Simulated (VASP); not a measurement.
PtSe2, 12 atoms in the cell. The cell holds a slab with vacuum, 12 atoms: a = 7.543 Å, b = 7.543 Å, c = 22.514 Å, α = 90.00°, β = 90.00°, γ = 120.00°. 

| Property | Result |
| --- | --- |
| Program | VASP 6.6.1 |
| Task | single point |
| Functional | PBE |
| Dispersion | D3(BJ) |
| Potentials or basis | VASP PAW PBE potentials, release 64 (Se, Pt) |
| Cutoff | 520 eV |
| k mesh | 3 × 3 × 1 |
| Occupations | gaussian, width 0.1 eV |
| Spin | no spin polarisation |
| Dipole correction | yes |
| Further INCAR settings | ALGO = Normal; EDIFF = 1e-07; NBANDS = 56 |

Potentials or basis: VASP PAW PBE potentials, release 64 (Se, Pt).

Launch:

```console
$ cat potpaw_PBE.64/Se/POTCAR potpaw_PBE.64/Pt/POTCAR > POTCAR
$ mpirun -np 1 vasp_std > vasp.out
```

Hardware: 1 thread of AMD EPYC 7R43 64-Core Processor (Zen 3), with other jobs on the host.

**Question.** How long does it take, and how much memory?

**Answer.** It took 12 min on 1 thread of AMD EPYC 7R43 64-Core Processor (Zen 3) (shared host), peak memory 0.99 GiB. Counts: scf iterations 27, k points 5.
